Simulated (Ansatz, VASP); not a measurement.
## HfB2 in VASP and in Ansatz

INCAR

```
ALGO = Normal ; EDIFF = 1E-8
ENCUT = 520 ; GGA = PS
ISIF = 2 ; ISMEAR = -1
LASPH = True ; LCHARG = False
LEFG = True ; LREAL = False
LWAVE = False ; NBANDS = 15
NELM = 100 ; PREC = Accurate
SIGMA = 0.05
```

Contents of KPOINTS:

```
k-points
0
Gamma
  13 13 11
```

File POSCAR:

```
HfB2
1.0
    3.1400001005     -0.0157000005     -0.0157000005
   -1.5835966496      2.7271698552     -0.0057465990
   -0.0174000000     -0.0174000000      3.4800000000
Hf B
1 2
Direct
    0.0000000000      0.0000000000      0.0000000000
    0.3333333333      0.6666666667      0.5000000000
    0.6666666667      0.3333333333      0.5000000000
```

Input for Ansatz:

```yaml
crystal:
  lattice:
    - [3.1400001005, -0.0157000005, -0.0157000005]
    - [-1.5835966496, 2.7271698552, -0.005746599]
    - [-0.0174, -0.0174, 3.48]
  atoms:
    - { symbol: Hf, position: [0.0, 0.0, 0.0] }
    - { symbol: B, position: [0.3333333333, 0.6666666667, 0.5] }
    - { symbol: B, position: [0.6666666667, 0.3333333333, 0.5] }
kpoints:
  mp_grid: { grid: [13, 13, 11] }
scf:
  occupations: { method: fermi_dirac, width: 0.05 }
hamiltonian:
  xc: pbesol
  pseudopotentials: { kind: all_electron, datasets: crystal }
output:
  forces: true
  stress: true
  eigenvalues: true
  efg: { contact_densities: true }
```

Change from the starting cell: equal xy, yz and zx shear strains of -1 %, crystal datasets.

Alike in both runs: task electric field gradients; functional PBEsol; k mesh 13 × 13 × 11; occupations fermi-dirac, width 0.05 eV; no spin polarisation.

|  | VASP | Ansatz |
| --- | --- | --- |
| version | VASP 6.6.1 | Ansatz 0.2.0 |
| potentials or method | VASP PAW PBE potentials, release 64 (Hf_pv, B), cutoff 520 eV | all-electron PAW with datasets made for the crystal, scalar-relativistic |

Ansatz gave:

```
pressure (GPa)                                                : -4.2
traceless stress, the component that is largest in VASP (GPa) : 2.74
rms of the force components (eV/Å)                            : 0.005
size of Vzz on the site where it differs most (V/Å²)          : 119.5
```

Question: What did VASP give for the same quantities?

Answer: Pressure (GPa): -4.4; traceless stress, the component that is largest in VASP (GPa): 2.76; rms of the force components (eV/Å): 0.005; size of Vzz on the site where it differs most (V/Å²): 86.3.

VASP's potentials were made for PBE, not for PBEsol. Atom by atom the forces differ by 0.000 eV/Å (rms over components). Ansatz ran all-electron here, and VASP with PAW potentials.

Neither program's run includes spin-orbit coupling.
